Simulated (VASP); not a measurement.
# CaIrC4N4 (P-43m) in VASP: notebook

Runs on CaIrC4N4. Level: PBE. Tasks: single point.

All numbers are computed with VASP 6.6.1; they aren't measurements. Logs are shortened: lines on timing, memory, paths and dates and some standing lists are left out, and cuts for length are marked.

### 1 The cell of the first run

Symmetry: P-43m, No. 215, cubic system. The conventional cell has a = 6.116 Å, b = 6.116 Å, c = 6.116 Å, α = 90.00°, β = 90.00°, γ = 90.00°. Ca (site symmetry -43m) has 4 N at 2.21 Å within 2.9 Å. Within 2.5 Å of Ir (site symmetry -43m) lie 4 C at 1.92 Å. C (site symmetry 3m) has 1 N at 1.17 Å within 1.6 Å. N (site symmetry 3m) has 1 C at 1.17 Å within 1.6 Å.

### 2 Single point, PBE, collinear spin

Contents of INCAR:

```
SYSTEM = CaIrC4N4
PREC = Accurate
ENCUT = 520
EDIFF = 1E-7
ISMEAR = 0
SIGMA = 0.1
LREAL = .FALSE.
LASPH = .TRUE.
NELM = 150
ALGO = Normal
ISIF = 2
LWAVE = .FALSE.
LCHARG = .TRUE.
ISPIN = 2
MAGMOM = 0 1 0 0 0 0 0 0 0 0
LORBIT = 11
LMAXMIX = 4
GGA = PE
LELF = .TRUE.
LVHAR = .TRUE.
NBANDS = 42
```

Contents of KPOINTS:

```
Automatic mesh
0
G
  4 4 4
  0 0 0
```

Contents of POSCAR:

```
CaIrC4N4
1.0
    6.1164487500      0.0000000000      0.0000000000
    0.0000000000      6.1164487500      0.0000000000
    0.0000000000      0.0000000000      6.1164487500
Ca Ir C N
1 1 4 4
Direct
    0.5000000000      0.5000000000      0.5000000000
    0.0000000000      0.0000000000      0.0000000000
    0.1809514800      0.1809514800      0.1809514800
    0.1809514800      0.8190485200      0.8190485200
    0.8190485200      0.1809514800      0.8190485200
    0.8190485200      0.8190485200      0.1809514800
    0.2913913500      0.2913913500      0.2913913500
    0.2913913500      0.7086086500      0.7086086500
    0.7086086500      0.2913913500      0.7086086500
    0.7086086500      0.7086086500      0.2913913500
```

Potentials or basis: VASP PAW PBE potentials, release 64 (Ca_sv, Ir, C, N).

Launch:

```sh
cat potpaw_PBE.64/Ca_sv/POTCAR potpaw_PBE.64/Ir/POTCAR potpaw_PBE.64/C/POTCAR potpaw_PBE.64/N/POTCAR > POTCAR
mpirun -np 1 vasp_std > vasp.out
```

OUTCAR:

```text
SYSTEM = CaIrC4N4
   PREC = Accurate
   ENCUT = 520
   EDIFF = 1E-7
   ISMEAR = 0
   LREAL = .FALSE.
   LASPH = .TRUE.
   NELM = 150
   ISIF = 2
   ISPIN = 2
   LORBIT = 11
   GGA = PE

 ion  position               nearest neighbor table
   1  0.500  0.500  0.500-   7 2.21   8 2.21   9 2.21  10 2.21
   2  0.000  0.000  0.000-   3 1.92   4 1.92   5 1.92   6 1.92
   3  0.181  0.181  0.181-   7 1.17   2 1.92
   4  0.181  0.819  0.819-   8 1.17   2 1.92
   5  0.819  0.181  0.819-   9 1.17   2 1.92
   6  0.819  0.819  0.181-  10 1.17   2 1.92
   7  0.291  0.291  0.291-   3 1.17   1 2.21
   8  0.291  0.709  0.709-   4 1.17   1 2.21
   9  0.709  0.291  0.709-   5 1.17   1 2.21
  10  0.709  0.709  0.291-   6 1.17   1 2.21

  LATTYP: Found a simple cubic cell.
 ALAT       =     6.1164487500

  Lattice vectors:

 A1 = (   6.1164487500,   0.0000000000,   0.0000000000)
 A2 = (   0.0000000000,   6.1164487500,   0.0000000000)
 A3 = (   0.0000000000,   0.0000000000,   6.1164487500)

Analysis of symmetry for initial positions (statically):
=====================================================================
 Subroutine PRICEL returns:
 Original cell was already a primitive cell.

 Routine SETGRP: Setting up the symmetry group for a
 simple cubic supercell.

 Subroutine GETGRP returns: Found 24 space group operations
 (whereof 24 operations were pure point group operations)
 out of a pool of 48 trial point group operations.

The static configuration has the point symmetry T_d .

Analysis of symmetry for dynamics (positions and initial velocities):
=====================================================================
 Subroutine PRICEL returns:
 Original cell was already a primitive cell.

 Routine SETGRP: Setting up the symmetry group for a
 simple cubic supercell.

 Subroutine GETGRP returns: Found 24 space group operations
 (whereof 24 operations were pure point group operations)
 out of a pool of 48 trial point group operations.

The dynamic configuration has the point symmetry T_d .

Analysis of structural, dynamic, and magnetic symmetry:
=====================================================================
 Subroutine PRICEL returns:
 Original cell was already a primitive cell.

 Routine SETGRP: Setting up the symmetry group for a
 simple cubic supercell.

 Subroutine GETGRP returns: Found 24 space group operations
 (whereof 24 operations were pure point group operations)
 out of a pool of 48 trial point group operations.

The overall configuration has the point symmetry T_d .

 Subroutine INISYM returns: Found 24 space group operations
 (whereof 24 operations are pure point group operations),
 and found     1 'primitive' translations

----------------------------------------------------------------------------------------

                                     Primitive cell

  volume of cell :     228.8221

  direct lattice vectors                    reciprocal lattice vectors
     6.116448750  0.000000000  0.000000000     0.163493563  0.000000000  0.000000000
     0.000000000  6.116448750  0.000000000     0.000000000  0.163493563  0.000000000
     0.000000000  0.000000000  6.116448750     0.000000000  0.000000000  0.163493563

  length of vectors
     6.116448750  6.116448750  6.116448750     0.163493563  0.163493563  0.163493563

  position of ions in fractional coordinates (direct lattice)
     0.500000000  0.500000000  0.500000000
     0.000000000  0.000000000  0.000000000
     0.180951480  0.180951480  0.180951480
     0.180951480  0.819048520  0.819048520
     0.819048520  0.180951480  0.819048520
     0.819048520  0.819048520  0.180951480
     0.291391350  0.291391350  0.291391350
     0.291391350  0.708608650  0.708608650
     0.708608650  0.291391350  0.708608650
     0.708608650  0.708608650  0.291391350

  ion indices of the primitive-cell ions
   primitive index   ion index
                 1           1
                 2           2
                 3           3
                 4           4
                 5           5
                 6           6
                 7           7
                 8           8
                 9           9
                10          10

----------------------------------------------------------------------------------------

 KPOINTS: Automatic mesh

Automatic generation of k-mesh.
 Grid dimensions read from file:
 generate k-points for:    4    4    4

 Generating k-lattice:

  Cartesian coordinates                     Fractional coordinates (reciprocal lattice)
     0.040873391  0.000000000  0.000000000     0.250000000  0.000000000  0.000000000
     0.000000000  0.040873391  0.000000000     0.000000000  0.250000000  0.000000000
     0.000000000  0.000000000  0.040873391     0.000000000  0.000000000  0.250000000

  Length of vectors
     0.040873391  0.040873391  0.040873391

  Shift w.r.t. Gamma in fractional coordinates (k-lattice)
     0.000000000  0.000000000  0.000000000

 Subroutine IBZKPT returns following result:
 ===========================================

 Found     10 irreducible k-points:

 Following reciprocal coordinates:
            Coordinates               Weight
  0.000000  0.000000  0.000000      1.000000
  0.250000  0.000000  0.000000      6.000000
  0.500000  0.000000  0.000000      3.000000
  0.250000  0.250000  0.000000     12.000000
  0.500000  0.250000  0.000000     12.000000
  0.500000  0.500000  0.000000      3.000000
  0.250000  0.250000  0.250000      8.000000
  0.500000  0.250000  0.250000     12.000000
  0.500000  0.500000  0.250000      6.000000
  0.500000  0.500000  0.500000      1.000000
   k-points           NKPTS =     10   k-points in BZ     NKDIM =     10   number of bands    NBANDS=     42
   number of dos      NEDOS =    301   number of ions     NIONS =     10
   total plane-waves  NPLWV = 110592
   dimension x,y,z NGX =    48 NGY =   48 NGZ =   48
   dimension x,y,z NGXF=    96 NGYF=   96 NGZF=   96
   ions per type =               1   1   4   4
   NGX,Y,Z   is equivalent  to a cutoff of  13.05, 13.05, 13.05 a.u.
   NGXF,Y,Z  is equivalent  to a cutoff of  26.09, 26.09, 26.09 a.u.
 SYSTEM =  CaIrC4N4
   PREC   = accura    normal or accurate (medium, high low for compatibility)
   ISTART =      0    job   : 0-new  1-cont  2-samecut
   ICHARG =      2    charge: 1-file 2-atom 10-const
   ISPIN  =      2    spin polarized calculation?
   LNONCOLLINEAR =      F non collinear calculations
   LSORBIT =      F    spin-orbit coupling
   LASPH  =      T    aspherical Exc in radial PAW
   ENCUT  =  520.0 eV  38.22 Ry    6.18 a.u.  11.37 11.37 11.37*2*pi/ulx,y,z
   NELM   =    150;   NELMIN=  2; NELMDL= -5     # of ELM steps
   EDIFF  = 0.1E-06   stopping-criterion for ELM
   LREAL  =      F    real-space projection
   EDIFFG = 0.1E-05   stopping-criterion for IOM
   NSW    =      0    number of steps for IOM
   IBRION =     -1    ionic relax: 0-MD 1-quasi-New 2-CG
   NFREE  =      0    steps in history (QN), initial steepest desc. (CG)
   ISIF   =      2    stress and relaxation
   ISYM   =      2    0-nonsym 1-usesym 2-fastsym
   POTIM  = 0.5000    time-step for ionic-motion
   TEBEG  =    0.0;   TEEND  =   0.0 temperature during run
   PSTRESS=    0.0 pullay stress
   NELECT =      55.0000    total number of electrons
   NUPDOWN=      -1.0000    fix difference up-down
   EMIN   =  10.00;   EMAX   =-10.00  energy-range for DOS
   EFERMI =   0.00;   METHOD = LEGACY
   ISMEAR =     0;   SIGMA  =   0.10  broadening in eV -4-tet -1-fermi 0-gaus
   EFERMI_NEDOS =   21; number of points for ismear=-14 and -15
   IALGO  =     38    algorithm
   IMIX   =      4    mixing-type and parameters
     AMIX     =   0.40;   BMIX     =  1.00
     AMIX_MAG =   1.60;   BMIX_MAG =  1.00
  volume/ion in A,a.u.               =      22.88       154.42
  Fermi-wavevector in a.u.,A,eV,Ry     =   1.017880  1.923513 14.096707  1.036079
  Thomas-Fermi vector in A             =   2.151306
   LORBIT       =     11    0 simple, 1 ext, 2 COOP (PROOUT), +10 PAW based schemes
   GGA     = PE    functional components
   LHFCALC =     F    Hartree Fock is set to
   AEXX    =    0.0000 exact exchange contribution
   IVDW    =     0    specifies the selected vdW correction
   LEPSILON=     F    determine dielectric tensor
   LRPA    =     F    only Hartree local field effects (RPA)
 spin polarized calculation
 Gauss-broadening in eV      SIGMA  =   0.10
  energy-cutoff  :      520.00
  volume of cell :      228.82
 maximum number of plane-waves:      6196
 NGX is ok and might be reduce to    48
   NGX = 23   NGY = 23   NGZ = 23

 number of electron      55.0000008 magnetization       2.9999929

 Free energy of the ion-electron system (eV)
  ---------------------------------------------------
  ext. energy  EPLUGINS =         0.00000000
  ---------------------------------------------------
  free energy    TOTEN  =       -79.01593212 eV

  energy without entropy =      -79.01593135  energy(sigma->0) =      -79.01593173

 E-fermi :  -0.8820     XC(G=0):  -6.8840

 val. band max:       -1.1907687336   @ k =   0.5000   0.5000   0.0000
 cond. band min:      -0.5701510135   @ k =   0.5000   0.0000   0.0000
 fundamental gap:      0.6206177201
 Fermi energy:        -0.8819981846

 spin component 1

 k-point     1 :       0.0000    0.0000    0.0000
  band No.  band energies     occupation
      1     -39.8599      1.00000
      2     -21.0900      1.00000
      3     -21.0900      1.00000
      4     -21.0900      1.00000
      5     -18.6839      1.00000
      6     -18.5254      1.00000
[... 31 lines left out ...]
     38       3.9370      0.00000
     39       6.1788      0.00000
[... 376 lines left out ...]
     38       5.4997      0.00000
     39       5.4997      0.00000
 Fermi energy:        -0.8819981846

 spin component 2

 k-point     1 :       0.0000    0.0000    0.0000
  band No.  band energies     occupation
      1     -39.8467      1.00000
      2     -21.0660      1.00000
      3     -21.0660      1.00000
      4     -21.0660      1.00000
      5     -18.4637      1.00000
      6     -18.3142      1.00000
[... 31 lines left out ...]
     38       4.2495      0.00000
     39       6.3726      0.00000
[... 376 lines left out ...]
     38       5.7579      0.00000
     39       5.7579      0.00000
 [bands above 39 left out]

------------------------ aborting loop because EDIFF is reached ----------------------------------------

  FORCE on cell =-STRESS in cart. coord.  units (eV):
  Direction    XX          YY          ZZ          XY          YZ          ZX
  --------------------------------------------------------------------------------------
  -------------------------------------------------------------------------------------
  Total        8.7654334      8.7654334      8.7654334      0.0000000     -0.0000000      0.0000000
  in kB       61.3742154     61.3742154     61.3742154      0.0000000     -0.0000000      0.0000000
  external PRESSURE =      61.3742154 kB  Pullay stress =       0.0000000 kB

 VOLUME and BASIS-vectors are now :
 -----------------------------------------------------------------------------
  energy-cutoff  :      520.00
  volume of cell :      228.82
      direct lattice vectors                 reciprocal lattice vectors
     6.116448750  0.000000000  0.000000000     0.163493563  0.000000000  0.000000000
     0.000000000  6.116448750  0.000000000     0.000000000  0.163493563  0.000000000
     0.000000000  0.000000000  6.116448750     0.000000000  0.000000000  0.163493563

 POSITION                                       TOTAL-FORCE (eV/Angst)
 -----------------------------------------------------------------------------------
      3.05822      3.05822      3.05822        -0.000000     -0.000000      0.000000
      0.00000      0.00000      0.00000        -0.000000     -0.000000      0.000000
      1.10678      1.10678      1.10678        -0.184629     -0.184629     -0.184629
      1.10678      5.00967      5.00967        -0.184629      0.184629      0.184629
      5.00967      1.10678      5.00967         0.184629     -0.184629      0.184629
      5.00967      5.00967      1.10678         0.184629      0.184629     -0.184629
      1.78228      1.78228      1.78228         0.161271      0.161271      0.161271
      1.78228      4.33417      4.33417         0.161271     -0.161271     -0.161271
      4.33417      1.78228      4.33417        -0.161271      0.161271     -0.161271
      4.33417      4.33417      1.78228        -0.161271     -0.161271      0.161271
 -----------------------------------------------------------------------------------
    total drift:                                0.000000      0.000000     -0.000000

  FREE ENERGIE OF THE ION-ELECTRON SYSTEM (eV)
  ---------------------------------------------------
  free  energy   TOTEN  =       -79.0159321163 eV

  energy  without entropy=      -79.0159313524  energy(sigma->0) =      -79.01593173

 total charge

# of ion       s       p       d       tot
------------------------------------------
    1        2.048   5.890   0.302   8.241
    2        0.783   1.016   7.108   8.908
    3        0.950   1.670   0.000   2.620
    4        0.950   1.670   0.000   2.620
    5        0.950   1.670   0.000   2.620
    6        0.950   1.670   0.000   2.620
    7        1.316   2.589   0.000   3.905
    8        1.316   2.589   0.000   3.905
    9        1.316   2.589   0.000   3.905
   10        1.316   2.589   0.000   3.905
--------------------------------------------------
tot         11.894  23.945   7.410  43.250

 magnetization (x)

# of ion       s       p       d       tot
------------------------------------------
    1        0.000   0.002   0.012   0.015
    2        0.012   0.392   0.937   1.342
    3        0.017   0.020   0.000   0.037
    4        0.017   0.020   0.000   0.037
    5        0.017   0.020   0.000   0.037
    6        0.017   0.020   0.000   0.037
    7        0.006   0.146   0.000   0.152
    8        0.006   0.146   0.000   0.152
    9        0.006   0.146   0.000   0.152
   10        0.006   0.146   0.000   0.152
--------------------------------------------------
tot          0.106   1.056   0.949   2.111
```

It took 4.7 min on 1 thread of Intel Xeon 8259CL, shared host; peak memory 0.5 GiB.

Results:

| Property | Result |
| --- | --- |
| Free energy | -79.0159 eV |
| Pressure | 6.1 GPa |
| Largest force | 0.320 eV/Å |
| Band gap on the k mesh | 0.62 eV (least direct gap 0.65 eV) |
| Net moment | 3.00 μB per cell |
| Site moments | Ca +0.01; Ir +1.34; C +0.04; N +0.15 μB |
| Valence electrons inside the program's atomic spheres | Ca 8.24; Ir 8.91; C 2.62; N 3.90 |

Forces on the atoms (eV/Å):
```
Ca   0.000  0.000  0.000
Ir   0.000  0.000  0.000
C   -0.185 -0.185 -0.185
C   -0.185  0.185  0.185
C    0.185 -0.185  0.185
C    0.185  0.185 -0.185
N    0.161  0.161  0.161
N    0.161 -0.161 -0.161
N   -0.161  0.161 -0.161
N   -0.161 -0.161  0.161
```

Caveat: the cell stands under pressure; spin-orbit coupling is left out, which moves the levels of the heavy elements.

### 3 Single point, PBE, collinear spin

This run uses another cell than the first one, of 25.29 Å³/atom.

Contents of INCAR:

```
PREC     = Accurate       # precision mode
ENCUT    = 520            # plane-wave cutoff, eV
EDIFF    = 1E-7           # SCF threshold, eV
ISMEAR   = 0              # smearing method
SIGMA    = 0.1            # smearing width, eV
LREAL    = False          # projectors in reciprocal space
LASPH    = True           # aspherical terms in the spheres
NELM     = 150            # most SCF steps
ALGO     = Normal         # electronic algorithm
ISIF     = 2              # what is computed and relaxed
LWAVE    = False          # write WAVECAR
LCHARG   = False          # write CHGCAR
ISPIN    = 2              # spin polarisation
MAGMOM   = 0 1 0 0 0 0 0 0 0 0 # initial moments
LORBIT   = 11             # projections on sites
LMAXMIX  = 4              # l up to which the mixer works
GGA      = PE             # functional
NBANDS   = 42             # bands
```

Contents of KPOINTS:

```
Automatic mesh
0
Gamma
  4 4 4
```

Contents of POSCAR:

```
CaIrC4N4
1.0
    6.3239719730      0.0000000000      0.0000000000
    0.0000000000      6.3239719730      0.0000000000
    0.0000000000      0.0000000000      6.3239719730
Ca Ir C N
1 1 4 4
Direct
    0.5000000000      0.5000000000      0.5000000000
    0.0000000000      0.0000000000      0.0000000000
    0.1794362892      0.1794362892      0.1794362892
    0.1794362892      0.8205637108      0.8205637108
    0.8205637108      0.1794362892      0.8205637108
    0.8205637108      0.8205637108      0.1794362892
    0.2869126362      0.2869126362      0.2869126362
    0.2869126362      0.7130873638      0.7130873638
    0.7130873638      0.2869126362      0.7130873638
    0.7130873638      0.7130873638      0.2869126362
```

Potentials or basis: VASP PAW PBE potentials, release 64 (Ca_sv, Ir, C, N).

Launch:

```sh
cat potpaw_PBE.64/Ca_sv/POTCAR potpaw_PBE.64/Ir/POTCAR potpaw_PBE.64/C/POTCAR potpaw_PBE.64/N/POTCAR > POTCAR
mpirun -np 1 vasp_std > vasp.out
```

Run time: 4.5 min. Hardware: 1 thread of Intel Xeon 8259CL, shared host; peak memory 0.52 GiB.

Results (log left out):

```
Free energy                                           : -79.4703 eV
Pressure                                              : 0.8 GPa
Largest force                                         : 0.289 eV/Å
Band gap on the k mesh                                : 0.72 eV (least direct gap 0.74 eV)
Net moment                                            : 3.00 μB per cell
Site moments                                          : Ca +0.01; Ir +1.43; C +0.04; N +0.14 μB
Valence electrons inside the program's atomic spheres : Ca 8.12; Ir 8.65; C 2.59; N 3.88
```

Forces on the atoms (eV/Å):
```
Ca   0.000  0.000  0.000
Ir   0.000  0.000  0.000
C   -0.137 -0.137 -0.137
C   -0.137  0.137  0.137
C    0.137 -0.137  0.137
C    0.137  0.137 -0.137
N    0.167  0.167  0.167
N    0.167 -0.167 -0.167
N   -0.167  0.167 -0.167
N   -0.167 -0.167  0.167
```

Levels at points of the mesh, in eV from the valence-band top:
Spin up:
```csv
k point,band 25,band 26,band 27,band 28,band 29,band 30,band 31,band 32,band 33,band 34
"(0.00, 0.00, 0.00)",-1.85,-1.85,-0.14,-0.14,-0.14,4.45,4.45,4.45,4.48,4.48
"(0.50, 0.00, 0.00)",-1.79,-1.69,-0.14,-0.06,-0.06,3.99,4.30,4.30,4.32,4.63
"(0.50, 0.50, 0.00)",-1.75,-1.65,-0.13,0.00,0.00,3.96,4.29,4.29,4.39,4.82
"(0.50, 0.50, 0.50)",-1.75,-1.75,-0.04,-0.04,-0.04,4.49,4.49,4.70,4.70,4.70
```
Spin down:
```csv
k point,band 23,band 24,band 25,band 26,band 27,band 28,band 29,band 30
"(0.00, 0.00, 0.00)",-3.09,-3.09,-1.40,-1.40,0.72,0.72,0.72,4.60
"(0.50, 0.00, 0.00)",-3.09,-3.09,-1.35,-1.24,0.72,0.82,0.82,4.13
"(0.50, 0.50, 0.00)",-3.13,-3.08,-1.31,-1.21,0.74,0.89,0.89,4.11
"(0.50, 0.50, 0.50)",-3.01,-3.01,-1.31,-1.31,0.84,0.84,0.84,4.62
```

Caveat: spin-orbit coupling is left out, which moves the levels of the heavy elements. A k mesh can miss the band edges.
